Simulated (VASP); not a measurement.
Input of a VASP 6.6.1 run:

The input INCAR:

```
SYSTEM = GaAs
PREC     = Accurate       ! precision mode
ENCUT    = 600            ! plane-wave cutoff, eV
EDIFF    = 1E-6           ! SCF threshold, eV
ISMEAR   = 0              ! smearing method
SIGMA    = 0.01           ! smearing width, eV
LREAL    = .FALSE.        ! projectors in reciprocal space
LASPH    = .TRUE.         ! aspherical terms in the spheres
NELM     = 80             ! most SCF steps
ALGO     = Normal         ! electronic algorithm
ISIF     = 3              ! what is computed and relaxed
LWAVE    = .FALSE.        ! write WAVECAR
LCHARG   = .FALSE.        ! write CHGCAR
GGA      = PS             ! functional
IBRION   = 2              ! ionic algorithm
NSW      = 100            ! ionic steps
EDIFFG   = -0.002         ! ionic threshold
PSTRESS  = 40.0
```

The input KPOINTS:

```
regular mesh
0
G
  8 8 8
  0 0 0
```

File POSCAR:

```
GaAs
1.0
    0.0000000000      2.8291964418      2.8291964418
    2.8291964418      0.0000000000      2.8291964418
    2.8291964418      2.8291964418      0.0000000000
Ga As
1 1
Direct
    0.0000000000      0.0000000000      0.0000000000
    0.7500000000      0.7500000000      0.7500000000
```

Potentials or basis: VASP PAW PBE potentials, release 64 (Ga_d, As).

Command:

```console
$ cat potpaw_PBE.64/Ga_d/POTCAR potpaw_PBE.64/As/POTCAR > POTCAR
$ mpirun -np 1 vasp_std > vasp.out
```

(1) What does it give for the relaxed cell?

(2) Estimate the relaxed volume.

(3) Estimate the space group after relaxing (to 0.05 Å).

(4) Estimate the band gap on the k mesh.

## Answers

(1) a = 3.937 Å, b = 3.937 Å, c = 3.937 Å, α = 60.00°, β = 60.00°, γ = 60.00°.

(2) 21.57 Å³/atom.

(3) F-43m (No. 216).

(4) 0.80 eV, direct.

Caveat: the cell is relaxed towards a set pressure, so the enthalpy falls and the energy may rise; the PAW data sets were made with another functional, which shifts forces and pressure a little.
